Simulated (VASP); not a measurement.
# KF (Pm-3m) in VASP: a series of runs

KF is run at these levels: PBE; tasks: single point.

All numbers are computed with VASP 6.6.1; they aren't measurements. Logs are shortened: lines on timing, memory, paths and dates and some standing lists are left out, and cuts for length are marked.

## (1) The cell of the first run

It takes space group Pm-3m (No. 221, cubic). Conventional cell: a = 3.179 Å, b = 3.179 Å, c = 3.179 Å, α = 90.00°, β = 90.00°, γ = 90.00°. Within 3.6 Å of K (site symmetry m-3m) lie 8 F at 2.75 Å and 6 K at 3.18 Å. Within 3.6 Å of F (site symmetry m-3m) lie 8 K at 2.75 Å and 6 F at 3.18 Å.

## (2) Single point, PBE

INCAR reads:

```
PREC = Accurate
ENCUT = 600
EDIFF = 1E-6
ISMEAR = 1
SIGMA = 0.001
LREAL = False
LASPH = True
NELM = 120
ALGO = Normal
ISIF = 2
LWAVE = False
LCHARG = True
GGA = PE
LELF = True
LVHAR = True
NBANDS = 15
GGA_COMPAT = False
```

KPOINTS reads:

```
Automatic mesh
0
Gamma
  6 6 6
```

POSCAR reads:

```
KF
1.0
    3.1788706815      0.0000000000      0.0000000000
    0.0000000000      3.1788706815      0.0000000000
    0.0000000000      0.0000000000      3.1788706815
K F
1 1
Direct
    0.0000000000      0.0000000000      0.0000000000
    0.5000000000      0.5000000000      0.5000000000
```

Potentials or basis: VASP PAW PBE potentials, release 64 (K_sv, F).

Launch:

```sh
$ cat potpaw_PBE.64/K_sv/POTCAR potpaw_PBE.64/F/POTCAR > POTCAR
$ mpirun -np 1 vasp_std > vasp.out
```

OUTCAR:

```text
PREC = Accurate
   ENCUT = 600
   EDIFF = 1E-6
   ISMEAR = 1
   LREAL = False
   LASPH = True
   NELM = 120
   ISIF = 2
   GGA = PE

 ion  position               nearest neighbor table
   1  0.000  0.000  0.000-   2 2.75   2 2.75   2 2.75   2 2.75   2 2.75   2 2.75   2 2.75   2 2.75

   2  0.500  0.500  0.500-   1 2.75   1 2.75   1 2.75   1 2.75   1 2.75   1 2.75   1 2.75   1 2.75

  LATTYP: Found a simple cubic cell.
 ALAT       =     3.1788706815

  Lattice vectors:

 A1 = (   3.1788706815,   0.0000000000,   0.0000000000)
 A2 = (   0.0000000000,   3.1788706815,   0.0000000000)
 A3 = (   0.0000000000,   0.0000000000,   3.1788706815)

Analysis of symmetry for initial positions (statically):
=====================================================================
 Subroutine PRICEL returns:
 Original cell was already a primitive cell.

 Routine SETGRP: Setting up the symmetry group for a
 simple cubic supercell.

 Subroutine GETGRP returns: Found 48 space group operations
 (whereof 48 operations were pure point group operations)
 out of a pool of 48 trial point group operations.

The static configuration has the point symmetry O_h .

Analysis of symmetry for dynamics (positions and initial velocities):
=====================================================================
 Subroutine PRICEL returns:
 Original cell was already a primitive cell.

 Routine SETGRP: Setting up the symmetry group for a
 simple cubic supercell.

 Subroutine GETGRP returns: Found 48 space group operations
 (whereof 48 operations were pure point group operations)
 out of a pool of 48 trial point group operations.

The dynamic configuration has the point symmetry O_h .

 Subroutine INISYM returns: Found 48 space group operations
 (whereof 48 operations are pure point group operations),
 and found     1 'primitive' translations

----------------------------------------------------------------------------------------

                                     Primitive cell

  volume of cell :      32.1232

  direct lattice vectors                    reciprocal lattice vectors
     3.178870681  0.000000000  0.000000000     0.314577125  0.000000000  0.000000000
     0.000000000  3.178870681  0.000000000     0.000000000  0.314577125  0.000000000
     0.000000000  0.000000000  3.178870681     0.000000000  0.000000000  0.314577125

  length of vectors
     3.178870681  3.178870681  3.178870681     0.314577125  0.314577125  0.314577125

  position of ions in fractional coordinates (direct lattice)
     0.000000000  0.000000000  0.000000000
     0.500000000  0.500000000  0.500000000

  ion indices of the primitive-cell ions
   primitive index   ion index
                 1           1
                 2           2

----------------------------------------------------------------------------------------

 KPOINTS: Automatic mesh

Automatic generation of k-mesh.
 Grid dimensions read from file:
 generate k-points for:    6    6    6

 Generating k-lattice:

  Cartesian coordinates                     Fractional coordinates (reciprocal lattice)
     0.052429521  0.000000000  0.000000000     0.166666667  0.000000000  0.000000000
     0.000000000  0.052429521  0.000000000     0.000000000  0.166666667  0.000000000
     0.000000000  0.000000000  0.052429521     0.000000000  0.000000000  0.166666667

  Length of vectors
     0.052429521  0.052429521  0.052429521

  Shift w.r.t. Gamma in fractional coordinates (k-lattice)
     0.000000000  0.000000000  0.000000000

 Subroutine IBZKPT returns following result:
 ===========================================

 Found     20 irreducible k-points:

 Following reciprocal coordinates:
            Coordinates               Weight
  0.000000  0.000000  0.000000      1.000000
  0.166667  0.000000  0.000000      6.000000
  0.333333  0.000000  0.000000      6.000000
  0.500000  0.000000  0.000000      3.000000
  0.166667  0.166667  0.000000     12.000000
  0.333333  0.166667  0.000000     24.000000
[... 12 lines left out ...]
  0.500000  0.500000  0.333333      6.000000
  0.500000  0.500000  0.500000      1.000000
   k-points           NKPTS =     20   k-points in BZ     NKDIM =     20   number of bands    NBANDS=     15
   number of dos      NEDOS =    301   number of ions     NIONS =      2
   total plane-waves  NPLWV =  21952
   dimension x,y,z NGX =    28 NGY =   28 NGZ =   28
   dimension x,y,z NGXF=    56 NGYF=   56 NGZF=   56
   ions per type =               1   1
   NGX,Y,Z   is equivalent  to a cutoff of  14.64, 14.64, 14.64 a.u.
   NGXF,Y,Z  is equivalent  to a cutoff of  29.29, 29.29, 29.29 a.u.
 SYSTEM =  unknown system
   PREC   = accura    normal or accurate (medium, high low for compatibility)
   ISTART =      0    job   : 0-new  1-cont  2-samecut
   ICHARG =      2    charge: 1-file 2-atom 10-const
   ISPIN  =      1    spin polarized calculation?
   LNONCOLLINEAR =      F non collinear calculations
   LSORBIT =      F    spin-orbit coupling
   LASPH  =      T    aspherical Exc in radial PAW
   ENCUT  =  600.0 eV  44.10 Ry    6.64 a.u.   6.35  6.35  6.35*2*pi/ulx,y,z
   NELM   =    120;   NELMIN=  2; NELMDL= -5     # of ELM steps
   EDIFF  = 0.1E-05   stopping-criterion for ELM
   LREAL  =      F    real-space projection
   EDIFFG = 0.1E-04   stopping-criterion for IOM
   NSW    =      0    number of steps for IOM
   IBRION =     -1    ionic relax: 0-MD 1-quasi-New 2-CG
   NFREE  =      0    steps in history (QN), initial steepest desc. (CG)
   ISIF   =      2    stress and relaxation
   ISYM   =      2    0-nonsym 1-usesym 2-fastsym
   POTIM  = 0.5000    time-step for ionic-motion
   TEBEG  =    0.0;   TEEND  =   0.0 temperature during run
   PSTRESS=    0.0 pullay stress
   NELECT =      16.0000    total number of electrons
   NUPDOWN=      -1.0000    fix difference up-down
   EMIN   =  10.00;   EMAX   =-10.00  energy-range for DOS
   EFERMI =   0.00;   METHOD = LEGACY
   ISMEAR =     1;   SIGMA  =   0.00  broadening in eV -4-tet -1-fermi 0-gaus
   EFERMI_NEDOS =   21; number of points for ismear=-14 and -15
   IALGO  =     38    algorithm
   IMIX   =      4    mixing-type and parameters
     AMIX     =   0.40;   BMIX     =  1.00
     AMIX_MAG =   1.60;   BMIX_MAG =  1.00
  volume/ion in A,a.u.               =      16.06       108.39
  Fermi-wavevector in a.u.,A,eV,Ry     =   1.297703  2.452303 22.912660  1.684033
  Thomas-Fermi vector in A             =   2.429078
   LORBIT       =      0    0 simple, 1 ext, 2 COOP (PROOUT), +10 PAW based schemes
   GGA     = PE    functional components
   LHFCALC =     F    Hartree Fock is set to
   AEXX    =    0.0000 exact exchange contribution
   IVDW    =     0    specifies the selected vdW correction
   LEPSILON=     F    determine dielectric tensor
   LRPA    =     F    only Hartree local field effects (RPA)
 non-spin polarized calculation
 Methfessel and Paxton  Order N= 1 SIGMA  =   0.00
  energy-cutoff  :      600.00
  volume of cell :       32.12
 maximum number of plane-waves:      1108
 NGX is ok and might be reduce to    28
   NGX = 13   NGY = 13   NGZ = 13

 number of electron      15.9999991 magnetization

 Free energy of the ion-electron system (eV)
  ---------------------------------------------------
  ext. energy  EPLUGINS =         0.00000000
  ---------------------------------------------------
  free energy    TOTEN  =        -8.07034569 eV

  energy without entropy =       -8.07034569  energy(sigma->0) =       -8.07034569

 E-fermi :  -1.7884     XC(G=0):  -9.3915

 val. band max:       -1.7947402845   @ k =   0.5000   0.5000   0.0000
 cond. band min:       5.0039350226   @ k =   0.0000   0.0000   0.0000
 fundamental gap:      6.7986753072
 Fermi energy:        -1.7883709291

 k-point     1 :       0.0000    0.0000    0.0000
  band No.  band energies     occupation
      1     -28.6517      2.00000
      2     -20.7599      2.00000
      3     -11.5839      2.00000
      4     -11.5839      2.00000
      5     -11.5839      2.00000
      6      -1.8319      2.00000
      7      -1.8319      2.00000
      8      -1.8319      2.00000
      9       5.0039      0.00000
     10       6.5815      0.00000
     11       6.5815      0.00000
     12      12.4920      0.00000
     13      12.4920      0.00000
     14      12.4920      0.00000
     15      20.2351      0.00000

 k-point     2 :       0.1667    0.0000    0.0000
  band No.  band energies     occupation
      1     -28.6107      2.00000
      2     -20.7728      2.00000
      3     -11.7948      2.00000
      4     -11.5496      2.00000
      5     -11.5496      2.00000
      6      -2.2046      2.00000
      7      -1.8675      2.00000
      8      -1.8675      2.00000
      9       5.7493      0.00000
     10       6.8040      0.00000
     11       7.2734      0.00000
     12      12.0390      0.00000
     13      12.0390      0.00000
     14      12.5811      0.00000
     15      18.4230      0.00000

 k-point     3 :       0.3333    0.0000    0.0000
  band No.  band energies     occupation
      1     -28.5269      2.00000
      2     -20.8028      2.00000
      3     -12.1847      2.00000
      4     -11.4797      2.00000
      5     -11.4797      2.00000
      6      -2.8411      2.00000
      7      -1.9423      2.00000
      8      -1.9423      2.00000
      9       7.2468      0.00000
     10       7.3259      0.00000
     11       8.8749      0.00000
     12      11.3153      0.00000
     13      11.3153      0.00000
     14      12.7683      0.00000
     15      16.4266      0.00000
[... 271 lines left out ...]
 k-point    19 :       0.5000    0.5000    0.3333
  band No.  band energies     occupation
      1     -28.2576      2.00000
      2     -20.5958      2.00000
      3     -12.3289      2.00000
      4     -12.3289      2.00000
      5     -12.0464      2.00000
      6      -2.8245      2.00000
      7      -2.8245      2.00000
      8      -2.7020      2.00000
      9       8.4619      0.00000
     10       9.2306      0.00000
     11       9.2306      0.00000
     12      11.0338      0.00000
     13      14.1584      0.00000
     14      14.1584      0.00000
     15      14.2904      0.00000

 k-point    20 :       0.5000    0.5000    0.5000
  band No.  band energies     occupation
      1     -28.2262      2.00000
      2     -20.5716      2.00000
      3     -12.2634      2.00000
      4     -12.2634      2.00000
      5     -12.2634      2.00000
      6      -2.9630      2.00000
      7      -2.9630      2.00000
      8      -2.9630      2.00000
      9       8.9880      0.00000
     10       8.9880      0.00000
     11       8.9880      0.00000
     12      14.2778      0.00000
     13      14.2778      0.00000
     14      14.2778      0.00000
     15      14.3338      0.00000

------------------------ aborting loop because EDIFF is reached ----------------------------------------

  FORCE on cell =-STRESS in cart. coord.  units (eV):
  Direction    XX          YY          ZZ          XY          YZ          ZX
  --------------------------------------------------------------------------------------
  -------------------------------------------------------------------------------------
  Total        0.5916402      0.5916402      0.5916402     -0.0000000     -0.0000000      0.0000000
  in kB       29.5086729     29.5086729     29.5086729     -0.0000000     -0.0000000      0.0000000
  external PRESSURE =      29.5086729 kB  Pullay stress =       0.0000000 kB

 VOLUME and BASIS-vectors are now :
 -----------------------------------------------------------------------------
  energy-cutoff  :      600.00
  volume of cell :       32.12
      direct lattice vectors                 reciprocal lattice vectors
     3.178870681  0.000000000  0.000000000     0.314577125  0.000000000  0.000000000
     0.000000000  3.178870681  0.000000000     0.000000000  0.314577125  0.000000000
     0.000000000  0.000000000  3.178870681     0.000000000  0.000000000  0.314577125

 POSITION                                       TOTAL-FORCE (eV/Angst)
 -----------------------------------------------------------------------------------
      0.00000      0.00000      0.00000         0.000000      0.000000      0.000000
      1.58944      1.58944      1.58944         0.000000      0.000000      0.000000
 -----------------------------------------------------------------------------------
    total drift:                                0.000000      0.000000      0.000000

  FREE ENERGIE OF THE ION-ELECTRON SYSTEM (eV)
  ---------------------------------------------------
  free  energy   TOTEN  =        -8.0703456873 eV

  energy  without entropy=       -8.0703456873  energy(sigma->0) =       -8.07034569
```

Run time: 22 s. Hardware: 1 thread of Intel Xeon 8259CL, shared host; peak memory 0.16 GiB.

Results:

```
Free energy            : -8.0703 eV
Pressure               : 3.0 GPa
Band gap on the k mesh : 6.80 eV, indirect (least direct gap 6.84 eV)
```

Levels at points of the mesh, in eV from the valence-band top:
| k point | band 5 | band 6 | band 7 | band 8 | band 9 | band 10 | band 11 | band 12 |
| --- | --- | --- | --- | --- | --- | --- | --- | --- |
| (0.00, 0.00, 0.00) | -9.79 | -0.04 | -0.04 | -0.04 | 6.80 | 8.38 | 8.38 | 14.29 |
| (0.50, 0.00, 0.00) | -9.65 | -1.33 | -0.19 | -0.19 | 9.44 | 9.85 | 11.62 | 12.81 |
| (0.50, 0.50, 0.00) | -9.55 | -0.63 | -0.63 | 0.00 | 8.67 | 9.24 | 12.17 | 12.17 |
| (0.50, 0.50, 0.50) | -10.47 | -1.17 | -1.17 | -1.17 | 10.78 | 10.78 | 10.78 | 16.07 |

A k mesh can miss the band edges. PBE gaps usually lie below the measured ones, often by a third to a half.

(Continued in part 2 of 2.)
